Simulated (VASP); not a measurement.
# TaN (Fm-3m) in VASP: notebook, part 2 of 2

VASP 6.6.1. Earlier steps stand in the parts before.

### 3 Single point, LDA

This run uses another cell than the first one, of 11.03 Å³/atom, 1.041 times its volume.

INCAR

```
SYSTEM = TaN
PREC     = Accurate       ! precision mode
ENCUT    = 600            ! plane-wave cutoff, eV
EDIFF    = 1E-6           ! SCF threshold, eV
ISMEAR   = -1             ! smearing method
SIGMA    = 0.05           ! smearing width, eV
LREAL    = .FALSE.        ! projectors in reciprocal space
LASPH    = .TRUE.         ! aspherical terms in the spheres
NELM     = 120            ! most SCF steps
ALGO     = Normal         ! electronic algorithm
ISIF     = 2              ! what is computed and relaxed
LWAVE    = .FALSE.        ! write WAVECAR
LCHARG   = .FALSE.        ! write CHGCAR
GGA      = CA             ! functional
NBANDS   = 16             ! bands
GGA_COMPAT= .FALSE.
```

KPOINTS

```
Automatic mesh
0
G
  10 10 10
  0 0 0
```

POSCAR

```
TaN
1.0
    0.0000000000      2.2259679500      2.2259679500
    2.2259679500      0.0000000000      2.2259679500
    2.2259679500      2.2259679500      0.0000000000
Ta N
1 1
Direct
    0.5000000000      0.5000000000      0.5000000000
    0.0000000000      0.0000000000      0.0000000000
```

Potentials or basis: VASP PAW LDA potentials, release 64 (Ta_sv_GW, N).

The run is started by

```sh
> cat potpaw_LDA.64/Ta_sv_GW/POTCAR potpaw_LDA.64/N/POTCAR > POTCAR
> mpirun -np 1 vasp_std > vasp.out
```

OUTCAR:

```text
SYSTEM = TaN
   PREC = Accurate
   ENCUT = 600
   EDIFF = 1E-6
   ISMEAR = -1
   LREAL = .FALSE.
   LASPH = .TRUE.
   NELM = 120
   ISIF = 2
   GGA = CA

 ion  position               nearest neighbor table
   1  0.500  0.500  0.500-   2 2.23   2 2.23   2 2.23   2 2.23   2 2.23   2 2.23
   2  0.000  0.000  0.000-   1 2.23   1 2.23   1 2.23   1 2.23   1 2.23   1 2.23

  LATTYP: Found a face centered cubic cell.
 ALAT       =     4.4519359000

  Lattice vectors:

[... 641 lines left out ...]
 [... further k-points ...]

------------------------ aborting loop because EDIFF is reached ----------------------------------------

  FORCE on cell =-STRESS in cart. coord.  units (eV):
  Direction    XX          YY          ZZ          XY          YZ          ZX
  --------------------------------------------------------------------------------------
  -------------------------------------------------------------------------------------
  Total       -3.0261230     -3.0261230     -3.0261230      0.0000000      0.0000000     -0.0000000
  in kB     -219.7912703   -219.7912703   -219.7912703      0.0000000      0.0000000     -0.0000000
  external PRESSURE =    -219.7912703 kB  Pullay stress =       0.0000000 kB

 VOLUME and BASIS-vectors are now :
 -----------------------------------------------------------------------------
  energy-cutoff  :      600.00
  volume of cell :       22.06
      direct lattice vectors                 reciprocal lattice vectors
     0.000000000  2.225967950  2.225967950    -0.224621383  0.224621383  0.224621383
     2.225967950  0.000000000  2.225967950     0.224621383 -0.224621383  0.224621383
     2.225967950  2.225967950  0.000000000     0.224621383  0.224621383 -0.224621383

 POSITION                                       TOTAL-FORCE (eV/Angst)
 -----------------------------------------------------------------------------------
      2.22597      2.22597      2.22597        -0.000000     -0.000000     -0.000000
      0.00000      0.00000      0.00000         0.000000      0.000000      0.000000
 -----------------------------------------------------------------------------------
    total drift:                                0.000000      0.000000      0.000000

  FREE ENERGIE OF THE ION-ELECTRON SYSTEM (eV)
  ---------------------------------------------------
  free  energy   TOTEN  =       -26.5808182592 eV

  energy  without entropy=      -26.5742552115  energy(sigma->0) =      -26.57753674
```

Run time: 30 s. Hardware: 1 thread of AMD EPYC 7R13 (Zen 3), shared host; peak memory 0.13 GiB.

What came out:

```yaml
Free_energy: -26.5808 eV
Pressure: -22.0 GPa
Band_gap_on_the_k_mesh: zero (band 9 reaches 14.68 eV, above the bottom of band 10 at 10.89 eV)
```

Caveat: spin-orbit coupling is left out, which moves the levels of the heavy elements.

### 4 Single point, LDA

INCAR

```
ALGO = Normal
EDIFF = 1E-6
ENCUT = 600
GGA = CA
GGA_COMPAT = False
ISIF = 2
ISMEAR = -1
LASPH = True
LCHARG = False
LREAL = False
LWAVE = False
NBANDS = 16
NELM = 120
PREC = Accurate
SIGMA = 0.05
```

KPOINTS

```
k-points
0
Gamma
  10 10 10
```

POSCAR

```
TaN
1.0
    0.0000000000      2.1964814589      2.1964814589
    2.1964814589      0.0000000000      2.1964814589
    2.1964814589      2.1964814589      0.0000000000
Ta N
1 1
Direct
    0.5000000000      0.5000000000      0.5000000000
    0.0000000000      0.0000000000      0.0000000000
```

The run is started by

```sh
> cat potpaw_LDA.64/Ta_sv_GW/POTCAR potpaw_LDA.64/N/POTCAR > POTCAR
> mpirun -np 1 vasp_std > vasp.out
```

It took 24 s on 1 thread of AMD EPYC 7R13 (Zen 3), shared host; peak memory 0.13 GiB.

The run converged. Its results:

- Free energy: -26.6665 eV
- Pressure: -9.8 GPa
- Band gap on the k mesh: zero (band 9 reaches 15.42 eV, above the bottom of band 10 at 11.39 eV)

Levels at points of the mesh, in eV from the Fermi level:
```tsv
k point	band 6	band 7	band 8	band 9	band 10	band 11	band 12	band 13
(0.00, 0.00, 0.00)	-3.79	-3.79	-3.79	-2.16	-2.16	-2.16	-0.02	-0.02
(0.50, 0.00, 0.00)	-10.37	-7.60	-7.60	1.87	1.87	1.98	3.91	7.52
(0.50, 0.50, 0.00)	-6.55	-5.51	-4.58	-4.58	2.04	3.53	3.53	4.63
```

Caveat: spin-orbit coupling is left out, which moves the levels of the heavy elements.

### 5 Single point, PBE

This run uses another cell than the first one, of 10.81 Å³/atom, 1.020 times its volume.

INCAR

```
SYSTEM = TaN
PREC = Accurate
ENCUT = 520
EDIFF = 1E-7
ISMEAR = -1
SIGMA = 0.03
LREAL = .False.
LASPH = .True.
NELM = 100
ALGO = Normal
ISIF = 2
LWAVE = .False.
LCHARG = .False.
GGA = PE
NBANDS = 15
```

KPOINTS

```
regular mesh
0
Gamma
  6 6 6
  0 0 0
```

POSCAR

```
TaN
1.0
    0.0000000000      2.2113230000      2.2113230000
    2.2113230000      0.0000000000      2.2113230000
    2.2113230000      2.2113230000      0.0000000000
Ta N
1 1
Direct
    0.5000000000      0.5000000000      0.5000000000
    0.0000000000      0.0000000000      0.0000000000
```

Potentials or basis: VASP PAW PBE potentials, release 64 (Ta_pv, N).

The run is started by

```sh
> cat potpaw_PBE.64/Ta_pv/POTCAR potpaw_PBE.64/N/POTCAR > POTCAR
> mpirun -np 1 vasp_std > vasp.out
```

Wall time 8.5 s (1 thread of Intel Xeon 6975P-C, shared host); peak memory 0.14 GiB.

Results (log left out):

* Free energy: -21.7672 eV
* Pressure: 0.0 GPa
* Band gap on the k mesh: zero (band 8 reaches 11.20 eV, above the bottom of band 9 at 7.29 eV)

Levels at points of the mesh, in eV from the Fermi level:
```
           k point  band 5  band 6  band 7  band 8  band 9  band 10  band 11  band 12
(0.00, 0.00, 0.00)   -3.81   -3.81   -3.81   -2.11   -2.11    -2.11     0.01     0.01
(0.50, 0.00, 0.00)  -10.27   -7.49   -7.49    1.80    1.80     1.90     3.73     7.31
(0.50, 0.50, 0.00)   -6.64   -5.40   -4.63   -4.63    2.01     3.40     3.40     4.31
```

Caveat: the k points lie up to 0.41 Å⁻¹ apart; spin-orbit coupling is left out, which moves the levels of the heavy elements.

### 6 Overview

| level | potentials or basis | cell | k mesh | cutoff (eV) | smearing | second run | gap on the mesh (eV) | pressure (GPa) |
| --- | --- | --- | --- | --- | --- | --- | --- | --- |
| PBE | VASP PAW PBE potentials, release 64 (Ta_sv_GW, N) | a = 3.106 Å, angles 60.0°, 2 atoms | 10 × 10 × 10 | 600 | fermi-dirac 0.05 eV | valence_matched | none | 5.5 |
| LDA | VASP PAW LDA potentials, release 64 (Ta_sv_GW, N) | a = 3.148 Å, angles 60.0°, 2 atoms | 10 × 10 × 10 | 600 | fermi-dirac 0.05 eV | valence_matched | none | -22.0 |
| LDA | VASP PAW LDA potentials, release 64 (Ta_sv_GW, N) | a = 3.106 Å, angles 60.0°, 2 atoms | 10 × 10 × 10 | 600 | fermi-dirac 0.05 eV | valence_matched | none | -9.8 |
| PBE | VASP PAW PBE potentials, release 64 (Ta_pv, N) | a = 3.127 Å, angles 60.0°, 2 atoms | 6 × 6 × 6 | 520 | fermi-dirac 0.03 eV | - | none | 0.0 |

Alike in all rows: task single point; no spin polarisation.

Caveats: some runs use coarse meshes; spin-orbit coupling is left out, which moves the levels of the heavy elements.

Absolute energies hang on the potentials; compare differences alone.
